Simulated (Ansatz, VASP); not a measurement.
**KMgH3 in VASP and in Ansatz**

```
CELL_PARAMETERS angstrom
4.12563 0.00000 0.00000
0.00000 4.12563 0.00000
0.00000 0.00000 4.22625
ATOMIC_POSITIONS crystal
K 0.00000 0.00000 0.00000
Mg 0.50000 0.50000 0.50000
H 0.00000 0.50000 0.50000
H 0.50000 0.00000 0.50000
H 0.50000 0.50000 0.00000
```

Change from the starting cell: strain +0.025 along x and y, +0.050 along z, atoms carried along.

Alike in both runs: task single point; functional LDA; k mesh 8 × 8 × 8; occupations gaussian, width 0.05 eV; no spin polarisation.

|  | VASP | Ansatz |
| --- | --- | --- |
| version | VASP 6.6.1 | Ansatz 0.2.0 |
| potentials or method | VASP PAW LDA potentials, release 64 (K_sv, Mg, H), cutoff 520 eV | scalar-relativistic, plane waves, PAW |
| valence electrons in the cell | 14 | 22 |

|  | VASP | Ansatz | Ansatz less VASP |
| --- | --- | --- | --- |
| gap on the k mesh at the Fermi level (eV) | 1.75 | 1.76 | +0.008 |
| least direct gap on the mesh (eV) | 3.70 | 3.70 | +0.003 |
| pressure (GPa) | -5.6 | -5.3 | +0.28 |
| traceless stress, the component that is largest in VASP (GPa) | -0.51 | -0.51 | +0.003 |

LDA's correlation is that of Perdew and Zunger in VASP and of Perdew and Wang (1992) in Ansatz. VASP's potentials hold 14 valence electrons a cell and Ansatz's 22, so a difference there can come from the potentials and not from the codes.
